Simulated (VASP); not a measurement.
**I: single point with LDA**

The system is I.

```
I
1.0
     0.00000    2.36560    3.90984
     2.19225    0.00000    3.90984
     2.19225    2.36560    0.00000
I
1
Direct
  0.00000 0.00000 0.00000
```

* Program: VASP 6.6.1
* Task: single point
* Functional: LDA
* Potentials or basis: VASP PAW LDA potentials, release 64 (I)
* Cutoff: 520 eV
* k mesh: 18 × 18 × 18
* Occupations: gaussian, width 0.15 eV
* Spin: no spin polarisation
* Dipole correction: no
* Further INCAR settings: ALGO = Normal; EDIFF = 1e-06; NBANDS = 10

```json
{
 "Pressure": "-2.2 GPa"
}
```

Stress tensor (GPa, compression positive):
```
-2.60  0.00  0.00
 0.00 -3.06  0.00
 0.00  0.00 -1.06
```

Levels at points of the mesh, in eV from the Fermi level:
| k point | band 2 | band 3 | band 4 | band 5 | band 6 | band 7 |
| --- | --- | --- | --- | --- | --- | --- |
| (0.00, 0.00, 0.00) | -1.79 | 0.88 | 1.15 | 4.38 | 7.64 | 8.24 |
| (0.50, 0.00, 0.00) | -5.12 | -1.59 | 1.80 | 4.72 | 9.22 | 10.50 |
| (0.50, 0.50, 0.00) | -3.99 | 0.65 | 0.94 | 7.09 | 7.28 | 10.55 |
| (0.50, 0.00, 0.50) | -4.29 | -3.36 | -0.33 | 3.96 | 6.60 | 9.69 |
| (0.00, 0.50, 0.50) | -3.97 | -3.66 | -0.63 | 3.90 | 5.73 | 10.46 |

Run time: 3.4 min on 1 thread of Intel(R) Xeon(R) Platinum 8259CL CPU @ 2.50GHz (Skylake/Cascade Lake), with other jobs on the host, peak memory 0.42 GiB.

Caveat: spin-orbit coupling is left out, which moves the levels of the heavy elements; an odd number of electrons without spin polarisation forces a metal; a magnetic or distorted state may lie lower.
